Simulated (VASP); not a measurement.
# Bi in VASP: a series of runs, part 2 of 2

VASP 6.6.1. Earlier steps stand in the parts before.

## 3. Single point, PBE (35.74 Å³/atom)

This run uses another cell than the first one, of 35.74 Å³/atom.

Input file INCAR:

```
SYSTEM = Bi
ALGO     = Normal         ! electronic algorithm
EDIFF    = 1E-7           ! SCF threshold, eV
ENCUT    = 520            ! plane-wave cutoff, eV
GGA      = PE             ! functional
ISIF     = 2              ! what is computed and relaxed
ISMEAR   = -1             ! smearing method
LASPH    = .True.         ! aspherical terms in the spheres
LCHARG   = .False.        ! write CHGCAR
LREAL    = .False.        ! projectors in reciprocal space
LWAVE    = .False.        ! write WAVECAR
NBANDS   = 22             ! bands
NELM     = 100            ! most SCF steps
PREC     = Accurate       ! precision mode
SIGMA    = 0.03           ! smearing width, eV
```

Input file KPOINTS:

```
k-points
0
Gamma
  11 11 11
  0 0 0
```

Input file POSCAR:

```
Bi
1.0
    2.2805512278      1.3166768653      3.9671363091
   -2.2805512278      1.3166768653      3.9671363091
    0.0000000000     -2.6333537305      3.9671363091
Bi
2
Direct
    0.2338900000      0.2338900000      0.2338900000
    0.7661100000      0.7661100000      0.7661100000
```

Potentials or basis: VASP PAW PBE potentials, release 64 (Bi_d).

Command:

```
cat potpaw_PBE.64/Bi_d/POTCAR > POTCAR
mpirun -np 1 vasp_std > vasp.out
```

OUTCAR:

```text
SYSTEM = Bi
   EDIFF = 1E-7
   ENCUT = 520
   GGA = PE
   ISIF = 2
   ISMEAR = -1
   LASPH = .True.
   LREAL = .False.
   NELM = 100
   PREC = Accurate

 ion  position               nearest neighbor table
   1  0.234  0.234  0.234-   2 3.08   2 3.08   2 3.08   2 3.54   2 3.54   2 3.54
   2  0.766  0.766  0.766-   1 3.08   1 3.08   1 3.08   1 3.54   1 3.54   1 3.54

  LATTYP: Found a trigonal (rhomboedric) cell.
 ALAT       =     4.7615882188
 COS(alpha) =     0.5412184017

  Lattice vectors:

 A1 = (   2.2805512278,   1.3166768653,   3.9671363091)
 A2 = (  -2.2805512278,   1.3166768653,   3.9671363091)
 A3 = (   0.0000000000,  -2.6333537305,   3.9671363091)

Analysis of symmetry for initial positions (statically):
=====================================================================
 Subroutine PRICEL returns:
 Original cell was already a primitive cell.

 Routine SETGRP: Setting up the symmetry group for a
 trigonal (rhombohedral) supercell.

 Subroutine GETGRP returns: Found 12 space group operations
 (whereof 12 operations were pure point group operations)
 out of a pool of 12 trial point group operations.

The static configuration has the point symmetry D_3d.

Analysis of symmetry for dynamics (positions and initial velocities):
=====================================================================
 Subroutine PRICEL returns:
 Original cell was already a primitive cell.

 Routine SETGRP: Setting up the symmetry group for a
 trigonal (rhombohedral) supercell.

 Subroutine GETGRP returns: Found 12 space group operations
 (whereof 12 operations were pure point group operations)
 out of a pool of 12 trial point group operations.

The dynamic configuration has the point symmetry D_3d.

 Subroutine INISYM returns: Found 12 space group operations
 (whereof 12 operations are pure point group operations),
 and found     1 'primitive' translations

----------------------------------------------------------------------------------------

                                     Primitive cell

  volume of cell :      71.4739

  direct lattice vectors                    reciprocal lattice vectors
     2.280551228  1.316676865  3.967136309     0.219245239  0.126581298  0.084023665
    -2.280551228  1.316676865  3.967136309    -0.219245239  0.126581298  0.084023665
     0.000000000 -2.633353731  3.967136309     0.000000000 -0.253162596  0.084023665

  length of vectors
     4.761588219  4.761588219  4.761588219     0.266741966  0.266741966  0.266741966

  position of ions in fractional coordinates (direct lattice)
     0.233890000  0.233890000  0.233890000
     0.766110000  0.766110000  0.766110000

  ion indices of the primitive-cell ions
   primitive index   ion index
                 1           1
                 2           2

----------------------------------------------------------------------------------------

 KPOINTS: k-points

Automatic generation of k-mesh.
 Grid dimensions read from file:
 generate k-points for:   11   11   11

 Generating k-lattice:

  Cartesian coordinates                     Fractional coordinates (reciprocal lattice)
     0.019931385  0.011507391  0.007638515     0.090909091 -0.000000000  0.000000000
    -0.019931385  0.011507391  0.007638515    -0.000000000  0.090909091  0.000000000
     0.000000000 -0.023014781  0.007638515    -0.000000000 -0.000000000  0.090909091

  Length of vectors
     0.024249270  0.024249270  0.024249270

  Shift w.r.t. Gamma in fractional coordinates (k-lattice)
     0.000000000  0.000000000  0.000000000

 Subroutine IBZKPT returns following result:
 ===========================================

 Found    146 irreducible k-points:

 Following reciprocal coordinates:
            Coordinates               Weight
  0.000000  0.000000  0.000000      1.000000
  0.090909  0.000000  0.000000      6.000000
  0.181818 -0.000000  0.000000      6.000000
  0.272727  0.000000  0.000000      6.000000
  0.363636  0.000000  0.000000      6.000000
  0.454545  0.000000  0.000000      6.000000
[... 16 lines left out ...]
 -0.272727  0.181818  0.000000     12.000000
 -0.181818  0.181818  0.000000      6.000000
 [... further k-points ...]
   k-points           NKPTS =    146   k-points in BZ     NKDIM =    146   number of bands    NBANDS=     22
   number of dos      NEDOS =    301   number of ions     NIONS =      2
   total plane-waves  NPLWV =  46656
   dimension x,y,z NGX =    36 NGY =   36 NGZ =   36
   dimension x,y,z NGXF=    72 NGYF=   72 NGZF=   72
   ions per type =               2
   NGX,Y,Z   is equivalent  to a cutoff of  12.57, 12.57, 12.57 a.u.
   NGXF,Y,Z  is equivalent  to a cutoff of  25.14, 25.14, 25.14 a.u.
 SYSTEM =  Bi
   PREC   = accura    normal or accurate (medium, high low for compatibility)
   ISTART =      0    job   : 0-new  1-cont  2-samecut
   ICHARG =      2    charge: 1-file 2-atom 10-const
   ISPIN  =      1    spin polarized calculation?
   LNONCOLLINEAR =      F non collinear calculations
   LSORBIT =      F    spin-orbit coupling
   LASPH  =      T    aspherical Exc in radial PAW
   ENCUT  =  520.0 eV  38.22 Ry    6.18 a.u.   8.85  8.85  8.85*2*pi/ulx,y,z
   NELM   =    100;   NELMIN=  2; NELMDL= -5     # of ELM steps
   EDIFF  = 0.1E-06   stopping-criterion for ELM
   LREAL  =      F    real-space projection
   EDIFFG = 0.1E-05   stopping-criterion for IOM
   NSW    =      0    number of steps for IOM
   IBRION =     -1    ionic relax: 0-MD 1-quasi-New 2-CG
   NFREE  =      0    steps in history (QN), initial steepest desc. (CG)
   ISIF   =      2    stress and relaxation
   ISYM   =      2    0-nonsym 1-usesym 2-fastsym
   POTIM  = 0.5000    time-step for ionic-motion
   TEBEG  =    0.0;   TEEND  =   0.0 temperature during run
   PSTRESS=    0.0 pullay stress
   NELECT =      30.0000    total number of electrons
   NUPDOWN=      -1.0000    fix difference up-down
   EMIN   =  10.00;   EMAX   =-10.00  energy-range for DOS
   EFERMI =   0.00;   METHOD = LEGACY
   ISMEAR =    -1;   SIGMA  =   0.03  broadening in eV -4-tet -1-fermi 0-gaus
   EFERMI_NEDOS =   21; number of points for ismear=-14 and -15
   IALGO  =     38    algorithm
   IMIX   =      4    mixing-type and parameters
     AMIX     =   0.40;   BMIX     =  1.00
     AMIX_MAG =   1.60;   BMIX_MAG =  1.00
  volume/ion in A,a.u.               =      35.74       241.16
  Fermi-wavevector in a.u.,A,eV,Ry     =   1.225743  2.316319 20.442020  1.502446
  Thomas-Fermi vector in A             =   2.360770
   LORBIT       =      0    0 simple, 1 ext, 2 COOP (PROOUT), +10 PAW based schemes
   GGA     = PE    functional components
   LHFCALC =     F    Hartree Fock is set to
   AEXX    =    0.0000 exact exchange contribution
   IVDW    =     0    specifies the selected vdW correction
   LEPSILON=     F    determine dielectric tensor
   LRPA    =     F    only Hartree local field effects (RPA)
 non-spin polarized calculation
  energy-cutoff  :      520.00
  volume of cell :       71.47
 maximum number of plane-waves:      1961
   NGX = 17   NGY = 17   NGZ = 17

 number of electron      30.0000003 magnetization

 Free energy of the ion-electron system (eV)
  ---------------------------------------------------
  ext. energy  EPLUGINS =         0.00000000
  ---------------------------------------------------
  free energy    TOTEN  =        -7.76728476 eV

  energy without entropy =       -7.76665243  energy(sigma->0) =       -7.76696859

 E-fermi :   6.1335     XC(G=0):  -9.4575

 val. band max:        6.1204892739   @ k =   0.3636   0.1818   0.1818
 cond. band min:       6.2923106016   @ k =   0.4545   0.0909   0.0909
 fundamental gap:      0.1718213278
 Fermi energy:         6.1334862435

 k-point     1 :       0.0000    0.0000    0.0000
  band No.  band energies     occupation
      1     -16.7435      2.00000
      2     -16.7435      2.00000
      3     -16.5993      2.00000
      4     -16.5993      2.00000
      5     -16.5832      2.00000
      6     -16.4233      2.00000
[... 14 lines left out ...]
     21      11.9534      0.00000
     22      12.1895      0.00000

 k-point     2 :       0.0909    0.0000    0.0000
  band No.  band energies     occupation
      1     -16.7379      2.00000
      2     -16.7362      2.00000
      3     -16.5967      2.00000
      4     -16.5948      2.00000
      5     -16.5794      2.00000
      6     -16.4269      2.00000
[... 14 lines left out ...]
     21      12.0244      0.00000
     22      12.8820      0.00000
[... 523 lines left out ...]
     21      14.8724      0.00000
     22      15.6496      0.00000

 k-point    24 :      -0.1818    0.1818    0.0000
  band No.  band energies     occupation
      1     -16.7139      2.00000
      2     -16.6469      2.00000
      3     -16.5785      2.00000
      4     -16.5684      2.00000
      5     -16.5266      2.00000
      6     -16.4822      2.00000
[... 14 lines left out ...]
     21      14.0853      0.00000
     22      14.5608      0.00000

 [... further k-points ...]
[... 5 lines left out ...]
  --------------------------------------------------------------------------------------
  -------------------------------------------------------------------------------------
  Total        0.5190455      0.5190455      0.6056566      0.0000000      0.0000000      0.0000000
  in kB       11.6350582     11.6350582     13.5765563      0.0000000      0.0000000      0.0000000
  external PRESSURE =      12.2822243 kB  Pullay stress =       0.0000000 kB

 VOLUME and BASIS-vectors are now :
 -----------------------------------------------------------------------------
  energy-cutoff  :      520.00
  volume of cell :       71.47
      direct lattice vectors                 reciprocal lattice vectors
     2.280551228  1.316676865  3.967136309     0.219245239  0.126581298  0.084023665
    -2.280551228  1.316676865  3.967136309    -0.219245239  0.126581298  0.084023665
     0.000000000 -2.633353731  3.967136309     0.000000000 -0.253162596  0.084023665

 POSITION                                       TOTAL-FORCE (eV/Angst)
 -----------------------------------------------------------------------------------
      0.00000      0.00000      2.78362         0.000000      0.000000      0.151648
      0.00000      0.00000      9.11779         0.000000     -0.000000     -0.151648
 -----------------------------------------------------------------------------------
    total drift:                                0.000000     -0.000000      0.000000

  FREE ENERGIE OF THE ION-ELECTRON SYSTEM (eV)
  ---------------------------------------------------
  free  energy   TOTEN  =        -7.7672847631 eV

  energy  without entropy=       -7.7666524269  energy(sigma->0) =       -7.76696859
```

Wall time 4.4 min (1 thread of Intel Xeon 8259CL, shared host); peak memory 0.32 GiB.

What came out:

```yaml
Free_energy: -7.7673 eV
Pressure: 1.2 GPa
Largest_force: 0.152 eV/Å
Band_gap_on_the_k_mesh: zero (bands 15 and 16 overlap by 0.05 eV)
```

Forces on the atoms (eV/Å):
```
Bi   0.000  0.000  0.152
Bi   0.000  0.000 -0.152
```

Stress tensor (GPa, compression positive):
```
1.16 0.00 0.00
0.00 1.16 0.00
0.00 0.00 1.36
```

Levels at points of the mesh, in eV from the Fermi level:
```
           k point  band 11  band 12  band 13  band 14  band 15  band 16  band 17  band 18  band 19  band 20
(0.00, 0.00, 0.00)   -12.97    -7.49    -1.42    -1.16    -1.16     2.49     2.96     2.96     5.69     5.82
```

Caveat: spin-orbit coupling is left out, which moves the levels of the heavy elements.

## 4. Single point, PBE (equal xy, yz and zx shear strains of +2 %)

Input file INCAR:

```
SYSTEM = Bi
PREC = Accurate
ENCUT = 520
EDIFF = 1E-6
ISMEAR = -1
SIGMA = 0.03
LREAL = .False.
LASPH = .True.
NELM = 80
ALGO = Normal
ISIF = 2
LWAVE = .False.
LCHARG = .False.
GGA = PE
NBANDS = 22
```

Input file KPOINTS:

```
Automatic mesh
0
Gamma
  11 11 11
  0 0 0
```

Input file POSCAR:

```
Bi
1.0
    2.3256628482      1.3745869730      3.9898531666
   -2.2203365086      1.3291269794      3.9443931730
    0.0132936605     -2.5850939523      3.9277536605
Bi
2
Direct
    0.2338900000      0.2338900000      0.2338900000
    0.7661100000      0.7661100000      0.7661100000
```

Command:

```
cat potpaw_PBE.64/Bi_d/POTCAR > POTCAR
mpirun -np 1 vasp_std > vasp.out
```

Run time: 26 min. Hardware: 1 thread of Oxide Virtual Turin-like, shared host; peak memory 0.79 GiB.

It converged, with:

```yaml
Free_energy: -7.7537 eV
Pressure: 1.8 GPa
Largest_force: 0.238 eV/Å
Band_gap_on_the_k_mesh: zero (bands 15 and 16 overlap by 0.20 eV)
```

Forces in eV/Å, atoms in the order of the input:
```
Bi  -0.059 -0.120  0.197
Bi   0.059  0.120 -0.197
```

Stress tensor (GPa, compression positive):
```
 2.21 -0.13 -0.44
-0.13  1.23 -0.91
-0.44 -0.91  1.84
```

Levels at points of the mesh, in eV from the Fermi level:
| k point | band 11 | band 12 | band 13 | band 14 | band 15 | band 16 | band 17 | band 18 | band 19 | band 20 |
| --- | --- | --- | --- | --- | --- | --- | --- | --- | --- | --- |
| (0.00, 0.00, 0.00) | -13.05 | -7.46 | -1.46 | -1.36 | -1.02 | 2.46 | 2.86 | 3.11 | 5.59 | 5.79 |

Caveat: the cell differs from its parent crystal (equal xy, yz and zx shear strains of +2 %); spin-orbit coupling is left out, which moves the levels of the heavy elements.

## 5. Single point, PBE (equal xy, yz and zx shear strains of +3 %)

Input file INCAR:

```
SYSTEM = Bi
ALGO = Normal
EDIFF = 1E-6
ENCUT = 520
GGA = PE
ISIF = 2
ISMEAR = -1
LASPH = .TRUE.
LCHARG = .FALSE.
LREAL = .FALSE.
LWAVE = .FALSE.
NBANDS = 22
NELM = 100
PREC = Accurate
SIGMA = 0.03
```

Input file KPOINTS:

```
k-points
0
G
  11 11 11
  0 0 0
```

Input file POSCAR:

```
Bi
1.0
    2.3519944330      1.4057219714      4.0077797498
   -2.1940049238      1.3375319810      3.9395897595
    0.0199404907     -2.5653239523      3.9146304907
Bi
2
Direct
    0.2338900000      0.2338900000      0.2338900000
    0.7661100000      0.7661100000      0.7661100000
```

Command:

```
cat potpaw_PBE.64/Bi_d/POTCAR > POTCAR
mpirun -np 1 vasp_std > vasp.out
```

Wall time 22 min (1 thread of Oxide Virtual Turin-like, shared host); peak memory 0.79 GiB.

It converged, with:

- Free energy: -7.7454 eV
- Pressure: 1.8 GPa
- Largest force: 0.280 eV/Å
- Band gap on the k mesh: zero (bands 15 and 16 overlap by 0.27 eV)

Forces on the atoms (eV/Å):
```
Bi  -0.088 -0.179  0.196
Bi   0.088  0.179 -0.196
```

Stress tensor (GPa, compression positive):
```
 2.48 -0.20 -0.66
-0.20  1.04 -1.35
-0.66 -1.35  1.88
```

Levels at points of the mesh, in eV from the Fermi level:
```tsv
k point	band 11	band 12	band 13	band 14	band 15	band 16	band 17	band 18	band 19	band 20
(0.00, 0.00, 0.00)	-13.06	-7.47	-1.49	-1.44	-0.93	2.41	2.83	3.17	5.52	5.81
```

Caveat: the cell differs from its parent crystal (equal xy, yz and zx shear strains of +3 %); spin-orbit coupling is left out, which moves the levels of the heavy elements.

## 6. Summary

| cell | gap on the mesh (eV) | pressure (GPa) | largest force (eV/Å) |
| --- | --- | --- | --- |
| a = 4.730 Å, angles 57.2°, 2 atoms | none | 2.2 | 0.25 |
| a = 4.762 Å, angles 57.2°, 2 atoms | none | 1.2 | 0.15 |
| a = 4.818, b = 4.717, c = 4.702 Å, angles 57.2, 57.6, 56.9°, 2 atoms | none | 1.8 | 0.24 |
| a = 4.855, b = 4.704, c = 4.680 Å, angles 57.1, 57.7, 56.8°, 2 atoms | none | 1.8 | 0.28 |

Alike in all rows: task single point; level PBE; potentials or basis VASP PAW PBE potentials, release 64 (Bi_d); no spin polarisation; k mesh 11 × 11 × 11; cutoff (eV) 520; smearing fermi-dirac 0.03 eV.

Caveats: spin-orbit coupling is left out, which moves the levels of the heavy elements.

Total energies depend on the potentials used, so only differences within one code and one set of settings carry meaning.
